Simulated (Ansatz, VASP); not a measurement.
**Pd in VASP and in Ansatz**

File INCAR:

```
ALGO = Fast
EDIFF = 1E-7
ENCUT = 520
GGA = PS
ISIF = 2
ISMEAR = 0
ISPIN = 2
LASPH = True
LCHARG = False
LMAXMIX = 4
LORBIT = 11
LREAL = False
LWAVE = False
MAGMOM = 1 1
NBANDS = 21
NELM = 150
PREC = Accurate
SIGMA = 0.05
```

The input KPOINTS:

```
k-points
0
Gamma
  15 15 8
```

The input POSCAR:

```
Pd
1.0
    2.7836650458      0.0000000000      0.0000000000
   -1.3918325229      2.4107246453      0.0000000000
    0.0000000000      0.0000000000      4.6288930000
Pd
2
Direct
    0.6666666700      0.3333333300      0.7500000000
    0.3333333300      0.6666666700      0.2500000000
```

Input for Ansatz:

```yaml
crystal:
  lattice:
    - [2.7836650458, 0.0, 0.0]
    - [-1.3918325229, 2.4107246453, 0.0]
    - [0.0, 0.0, 4.628893]
  atoms:
    - { symbol: Pd, position: [0.66666667, 0.33333333, 0.75], spin: 1.0 }
    - { symbol: Pd, position: [0.33333333, 0.66666667, 0.25], spin: 1.0 }
magnetization:
  spin_polarized: true
basis:
  ecutwfc: 420
  fft_grid_basis: typed
kpoints:
  mp_grid: { grid: [15, 15, 8] }
hamiltonian:
  xc: pbesol
  pseudopotentials: { kind: paw }
scf:
  occupations: { method: gaussian, width: 0.05 }
output:
  forces: true
  stress: true
  eigenvalues: true
  bader: true
  write_density: true
  volumetric_format: npy
  populations: true
  elf: true
```

Alike in both runs: task single point; functional PBEsol; k mesh 15 × 15 × 8; occupations gaussian, width 0.05 eV; collinear spin.

|  | VASP | Ansatz |
| --- | --- | --- |
| version | VASP 6.6.1 | Ansatz 0.2.0 |
| potentials or method | VASP PAW PBE potentials, release 64 (Pd), cutoff 520 eV | scalar-relativistic, plane waves, PAW |
| valence electrons in the cell | 20 | 36 |

```csv
,VASP,Ansatz,Ansatz less VASP
gap on the k mesh at the Fermi level (eV),none,none,-
pressure (GPa),-10.3,-10.0,+0.25
net moment per atom (μB),0.40,0.40,-0.001
size of the moment on the site where the two differ most (μB),0.40,0.41,+0.008
```

VASP's potentials were made for PBE, not for PBEsol. Site moments also hang on the region over which each program counts them. A gap of «none» marks a metal or a gap that the smearing closes. VASP's potentials hold 20 valence electrons a cell and Ansatz's 36, so a difference there can come from the potentials and not from the codes.
